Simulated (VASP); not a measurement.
# Ti6O in VASP: further runs, part 2 of 2

VASP 6.6.1. The steps go on from the part before.

### 6 Single point, PBEsol

Input file INCAR:

```
PREC = Accurate
ENCUT = 520
EDIFF = 1E-6
ISMEAR = 0
SIGMA = 0.1
LREAL = F
LASPH = T
NELM = 80
ALGO = Normal
ISIF = 2
LWAVE = F
LCHARG = F
LDIPOL = T
IDIPOL = 3
DIPOL = 0.5 0.5 0.354
GGA = PS
NBANDS = 48
```

Input file KPOINTS:

```
Automatic mesh
0
Gamma
  9 6 1
```

Input file POSCAR:

```
Ti6O
1.0
    2.8999670177      0.0000000000      0.0000000000
    0.0000000000      4.5905806278      0.0000000000
    0.0000000000      0.0000000000     21.2062529549
Ti O
6 1
Direct
    0.0000000000      0.7500000000      0.1886236106
    0.5000000000      0.2500000000      0.2281000977
    0.5000000000      0.7500000000      0.3070530716
    0.0000000000      0.2500000000      0.3454090437
    0.0000000000      0.7500000000      0.4205530428
    0.5000000000      0.2500000000      0.4577071195
    0.6666666667      0.3500000000      0.5279162577
```

Potentials or basis: VASP PAW PBE potentials, release 64 (Ti_sv, O).

Run with:

```
> cat potpaw_PBE.64/Ti_sv/POTCAR potpaw_PBE.64/O/POTCAR > POTCAR
> mpirun -np 1 vasp_std > vasp.out
```

OUTCAR:

```text
PREC = Accurate
   ENCUT = 520
   EDIFF = 1E-6
   ISMEAR = 0
   LREAL = F
   LASPH = T
   NELM = 80
   ISIF = 2
   GGA = PS

 ion  position               nearest neighbor table
   1  0.000  0.750  0.189-   2 2.84   2 2.84   2 2.84   2 2.84   3 2.90   3 2.90
   2  0.500  0.250  0.228-   3 2.84   3 2.84   1 2.84   1 2.84   1 2.84   1 2.84   4 2.88   4 2.88

   3  0.500  0.750  0.307-   5 2.81   5 2.81   4 2.83   4 2.83   4 2.83   4 2.83   2 2.84   2 2.84
                             1 2.90   1 2.90
   4  0.000  0.250  0.345-   6 2.79   6 2.79   5 2.79   5 2.79   3 2.83   3 2.83   3 2.83   3 2.83
                             2 2.88   2 2.88
   5  0.000  0.750  0.421-   4 2.79   4 2.79   3 2.81   3 2.81   6 2.83   6 2.83   6 2.83   6 2.83

   6  0.500  0.250  0.458-   7 1.63   4 2.79   4 2.79   5 2.83   5 2.83   5 2.83   5 2.83
   7  0.667  0.350  0.528-   6 1.63

  LATTYP: Found a simple orthorhombic cell.
 ALAT       =     2.8999670177
 B/A-ratio  =     1.5829768407
 C/A-ratio  =     7.3125841865

  Lattice vectors:

 A1 = (   2.8999670177,   0.0000000000,   0.0000000000)
 A2 = (   0.0000000000,   4.5905806278,   0.0000000000)
 A3 = (   0.0000000000,   0.0000000000,  21.2062529549)

[... 200 lines left out ...]
      3     -56.7346      2.00000
      4     -56.6592      2.00000
      5     -56.6067      2.00000
      6     -56.2755      2.00000
[... 1213 lines left out ...]
     47       1.1876      0.00000
     48       1.2207      0.00000

 [... further k-points ...]

------------------------ aborting loop because EDIFF is reached ----------------------------------------

 vacuum level on the upper side and lower side of the slab       (xc-potential included)         1.552        -1.892

  FORCE on cell =-STRESS in cart. coord.  units (eV):
  Direction    XX          YY          ZZ          XY          YZ          ZX
  --------------------------------------------------------------------------------------
  -------------------------------------------------------------------------------------
  Total        0.3959202      0.7710803      0.1562633     -0.0124002      0.8737585      1.7549378
  in kB        2.2469510      4.3760832      0.8868351     -0.0703742      4.9588091      9.9597328
  external PRESSURE =       2.5032898 kB  Pullay stress =       0.0000000 kB

 VOLUME and BASIS-vectors are now :
 -----------------------------------------------------------------------------
  energy-cutoff  :      520.00
  volume of cell :      282.31
      direct lattice vectors                 reciprocal lattice vectors
     2.899967018  0.000000000  0.000000000     0.344831508  0.000000000  0.000000000
     0.000000000  4.590580628  0.000000000     0.000000000  0.217837368  0.000000000
     0.000000000  0.000000000 21.206252955     0.000000000  0.000000000  0.047155903

 POSITION                                       TOTAL-FORCE (eV/Angst)
 -----------------------------------------------------------------------------------
      0.00000      3.44294      4.00000        -0.004520      0.016281      0.258548
      1.44998      1.14765      4.83715        -0.027384     -0.028408      0.120908
      1.44998      3.44294      6.51145         0.057348      0.057229     -0.119363
      0.00000      1.14765      7.32483        -0.029289     -0.049909     -0.438417
      0.00000      3.44294      8.91835        -0.285285     -0.296969     -0.445171
      1.44998      1.14765      9.70625        -0.708507     -0.140527      0.299280
      1.93331      1.60670     11.19513         0.997637      0.442302      0.324216
 -----------------------------------------------------------------------------------
    total drift:                                0.000096     -0.000150      0.000643

  FREE ENERGIE OF THE ION-ELECTRON SYSTEM (eV)
  ---------------------------------------------------
  free  energy   TOTEN  =       -54.5849992962 eV

  energy  without entropy=      -54.5309674454  energy(sigma->0) =      -54.55798337

 vacuum level on the upper side and lower side of the slab         6.947         3.412
```

Run time: 51 min. Hardware: 1 thread of Intel Xeon 8259CL, shared host; peak memory 0.53 GiB.

Results:

| Quantity | Value |
| --- | --- |
| Free energy | -54.5850 eV |
| Largest force | 1.138 eV/Å |
| Band gap on the k mesh | zero (bands 39 and 40 overlap by 0.49 eV) |

Forces in eV/Å, atoms in the order of the input:
```
Ti  -0.005  0.016  0.259
Ti  -0.027 -0.028  0.121
Ti   0.057  0.057 -0.119
Ti  -0.029 -0.050 -0.438
Ti  -0.285 -0.297 -0.445
Ti  -0.709 -0.141  0.299
O    0.998  0.442  0.324
```

Caveat: the PAW data sets were made with another functional, which shifts forces and pressure a little.

### 7 Single point, PBEsol

Input file INCAR:

```
SYSTEM = Ti6O
PREC = Accurate
ENCUT = 520
EDIFF = 1E-6
ISMEAR = 0
SIGMA = 0.1
LREAL = .FALSE.
LASPH = .TRUE.
NELM = 80
ALGO = Normal
ISIF = 2
LWAVE = .FALSE.
LCHARG = .TRUE.
LDIPOL = .TRUE.
IDIPOL = 3
DIPOL = 0.5 0.5 0.349
GGA = PS
LELF = .TRUE.
LVHAR = .TRUE.
LVACPOTAV = .TRUE.
NBANDS = 48
```

Input file KPOINTS:

```
regular mesh
0
G
  9 6 1
  0 0 0
```

POSCAR: that of step 6 with these lines changed.

```diff
@@ -14,2 +14,2 @@
     0.5000000000      0.2500000000      0.4577071195
-    0.6666666667      0.3500000000      0.5279162577
+    0.6666666667      0.5500000000      0.4958163677
```

Run with:

```
> cat potpaw_PBE.64/Ti_sv/POTCAR potpaw_PBE.64/O/POTCAR > POTCAR
> mpirun -np 1 vasp_std > vasp.out
```

Wall time 52 min (1 thread of Intel Xeon 8259CL, shared host); peak memory 0.52 GiB.

Results (log left out):

| Item | Value |
| --- | --- |
| Free energy | -56.0266 eV |
| Largest force | 3.154 eV/Å |
| Band gap on the k mesh | zero (bands 39 and 40 overlap by 0.44 eV) |

Forces in eV/Å, atoms in the order of the input:
```
Ti  -0.004  0.059  0.339
Ti   0.005 -0.083  0.097
Ti   0.066  0.187 -0.331
Ti  -0.083 -0.013 -0.406
Ti   0.105 -0.344  0.821
Ti  -0.689 -2.898 -0.645
O    0.600  3.093  0.125
```

Levels at points of the mesh, in eV from the Fermi level:
```tsv
k point	band 36	band 37	band 38	band 39	band 40	band 41	band 42	band 43
(0.00, 0.00, 0.00)	-0.57	-0.55	0.08	0.32	0.53	0.56	0.81	0.87
(0.00, 0.50, 0.00)	-0.72	-0.71	-0.31	0.04	0.15	0.33	0.48	0.66
```

Caveat: the PAW data sets were made with another functional, which shifts forces and pressure a little.

### 8 Overview

```csv
cell,gap on the mesh (eV),largest force (eV/Å)
"as given, atomic positions A",none,1.94
"as given, atomic positions B",none,2.69
"as given, atomic positions C",none,2.55
"as given, atomic positions D",none,0.75
"as given, atomic positions E",none,1.14
"as given, atomic positions F",none,3.15
```

Alike in all rows: task single point; level PBEsol; potentials or basis VASP PAW PBE potentials, release 64 (Ti_sv, O); no spin polarisation; k mesh 9 × 6 × 1; cutoff (eV) 520; smearing gaussian 0.1 eV.

Caveats: the PAW data sets were made with another functional, which shifts forces and pressure a little.

Total energies depend on the potentials used, so only differences within one code and one set of settings carry meaning.
